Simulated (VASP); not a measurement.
SnTe, 2 atoms in the cell. Symmetry: Fm-3m, No. 225, cubic system. The conventional cell has a = 6.370 Å, b = 6.370 Å, c = 6.370 Å, α = 90.00°, β = 90.00°, γ = 90.00°. Sn (site symmetry m-3m) has 6 Te at 3.19 Å within 4.2 Å. Within 4.2 Å of Te (site symmetry m-3m) lie 6 Sn at 3.19 Å. 

```yaml
Program: VASP 6.6.1
Task: single point
Functional: r2SCAN
Potentials_or_basis: VASP PAW PBE potentials, release 64 (Sn_d, Te)
Cutoff: 550 eV
k_mesh: 12 × 12 × 12
Occupations: gaussian, width 0.01 eV
Spin: no spin polarisation
Dipole_correction: no
Further_INCAR_settings: ALGO = Normal; EDIFF = 1e-06; NBANDS = 17
```

Potentials or basis: VASP PAW PBE potentials, release 64 (Sn_d, Te).

Run with:

```bash
$ cat potpaw_PBE.64/Sn_d/POTCAR potpaw_PBE.64/Te/POTCAR > POTCAR
$ cp INCAR.step1 INCAR
$ mpirun -np 1 vasp_std > vasp.out
$ cp INCAR.step2 INCAR
$ mpirun -np 1 vasp_std > vasp.out
```

Hardware: 1 thread of Oxide Virtual Turin-like Processor (shared host).

Q: Estimate the wall time of this run.

A: Run time: 8.4 min on 1 thread of Oxide Virtual Turin-like Processor, on a shared host, peak memory 0.24 GiB. Counts: k points 72.
